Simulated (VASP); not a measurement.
BaHfO3, 5 atoms in the cell. It takes space group Pm-3m (No. 221, cubic). Conventional cell: a = 4.122 Å, b = 4.122 Å, c = 4.122 Å, α = 90.00°, β = 90.00°, γ = 90.00°. Ba (site symmetry m-3m) has 12 O at 2.91 Å and 8 Hf at 3.57 Å within 3.8 Å. Within 2.7 Å of Hf (site symmetry m-3m) lie 6 O at 2.06 Å. O (site symmetry 4/mmm) has 2 Hf at 2.06 Å within 2.7 Å. 

| Property | Result |
| --- | --- |
| Program | VASP 6.6.1 |
| Task | vibrations by perturbation theory |
| Functional | LDA |
| Potentials or basis | VASP PAW LDA potentials, release 64 (Ba_sv, Hf_pv, O) |
| Cutoff | 520 eV |
| k mesh | 6 × 6 × 6 |
| Occupations | gaussian, width 0.01 eV |
| Spin | no spin polarisation |
| Dipole correction | no |
| Further INCAR settings | ALGO = Normal; EDIFF = 1e-08; NBANDS = 27; IBRION = 8; NSW = 1 |

Potentials or basis: VASP PAW LDA potentials, release 64 (Ba_sv, Hf_pv, O).

Run with:

```sh
$ cat potpaw_LDA.64/Ba_sv/POTCAR potpaw_LDA.64/Hf_pv/POTCAR potpaw_LDA.64/O/POTCAR > POTCAR
$ mpirun -np 1 vasp_std > vasp.out
```

Hardware: 1 thread of Intel(R) Xeon(R) Platinum 8488C (Sapphire Rapids), on a shared host.

Estimate the wall time of this run.

Wall time 8.6 min on 1 thread of Intel(R) Xeon(R) Platinum 8488C (Sapphire Rapids), with other jobs on the host, peak memory 0.54 GiB. Counts: scf iterations 218, k points 20.
